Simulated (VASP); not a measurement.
# PtSe2 (Sudovikovite): single point with BLYP+D4

The system is PtSe2 (Sudovikovite).

```xyz
3
Lattice="3.7959 0.0000 0.0000 -1.8979 3.2873 0.0000 0.0000 0.0000 4.8936" Properties=species:S:1:pos:R:3 pbc="T T T"
Pt    0.0000    0.0000    0.0000
Se    1.8979    1.0958    3.5828
Se    0.0000    2.1915    1.3108
```

```
Program             : VASP 6.6.1
Task                : single point
Functional          : BLYP
Dispersion          : D4
Potentials or basis : VASP PAW PBE potentials, release 64 (Pt, Se)
Cutoff              : 520 eV
k mesh              : 8 × 8 × 5
Occupations         : fermi-dirac, width 0.05 eV
Spin                : no spin polarisation
```

```json
{
 "Pressure": "0.6 GPa",
 "Largest force": "0.056 eV/Å",
 "Band gap on the k mesh": "zero (band 11 reaches 7.47 eV, above the bottom of band 12 at 6.75 eV)",
 "Dispersion energy per atom": "-0.965 eV"
}
```

Forces in eV/Å, atoms in the order of the input:
```
Pt   0.000  0.000  0.000
Se   0.000  0.000 -0.056
Se   0.000  0.000  0.056
```

Stress tensor (GPa, compression positive):
```
0.62 0.00 0.00
0.00 0.62 0.00
0.00 0.00 0.42
```

Levels at points of the mesh, in eV from the Fermi level:
```tsv
k point	band 7	band 8	band 9	band 10	band 11	band 12	band 13	band 14	band 15	band 16
(0.00, 0.00, 0.00)	-3.64	-2.46	-0.98	-0.98	0.66	0.97	0.97	3.74	3.95	7.45
(0.50, 0.00, 0.00)	-3.52	-3.51	-3.19	-3.15	-2.84	0.45	2.31	5.03	6.24	7.09
```

Wall time 29 s on 1 thread of Intel(R) Xeon(R) 6975P-C (Granite Rapids), with other jobs on the host, peak memory 0.2 GiB.

Caveat: the PAW data sets were made with another functional, which shifts forces and pressure a little; spin-orbit coupling is left out, which moves the levels of the heavy elements; pairwise dispersion overbinds metals, which lowers pressure and volume.
